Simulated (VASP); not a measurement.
Write the native input for VASP 6.6.1 that does the following.

| Quantity | Value |
| --- | --- |
| Task | single point |
| Functional | PBE |
| Potentials or basis | VASP PAW PBE potentials, release 64 (Cd, S) |
| Cutoff | 520 eV |
| k mesh | 10 × 10 × 10 |
| Occupations | gaussian, width 0.05 eV |
| Spin | no spin polarisation |
| Dipole correction | no |
| Further INCAR settings | ALGO = Normal; EDIFF = 1e-07; NBANDS = 16 |

The structure of CdS lies in POSCAR:

```
CdS
1.0
    0.0000000000      2.9196678451      2.9196678451
    2.9196678451      0.0000000000      2.9196678451
    2.9196678451      2.9196678451      0.0000000000
Cd S
1 1
Direct
    0.0000000000      0.0000000000      0.0000000000
    0.7500000000      0.7500000000      0.7500000000
```

These files were run (other wordings do the same):

INCAR

```
PREC = Accurate
ENCUT = 520
EDIFF = 1E-7
ISMEAR = 0
SIGMA = 0.05
LREAL = F
LASPH = T
NELM = 100
ALGO = Normal
ISIF = 2
LWAVE = F
LCHARG = F
GGA = PE
NBANDS = 16
```

KPOINTS

```
Automatic mesh
0
Gamma
  10 10 10
```

Potentials or basis: VASP PAW PBE potentials, release 64 (Cd, S).

Run with:

```console
$ cat potpaw_PBE.64/Cd/POTCAR potpaw_PBE.64/S/POTCAR > POTCAR
$ mpirun -np 1 vasp_std > vasp.out
```

Results of the run:

```
Pressure               : 3.0 GPa
Band gap on the k mesh : 1.14 eV, direct
```

Run time: 15 s on 1 thread of Intel(R) Xeon(R) Platinum 8559C (Emerald Rapids), with other jobs on the host, peak memory 0.18 GiB.
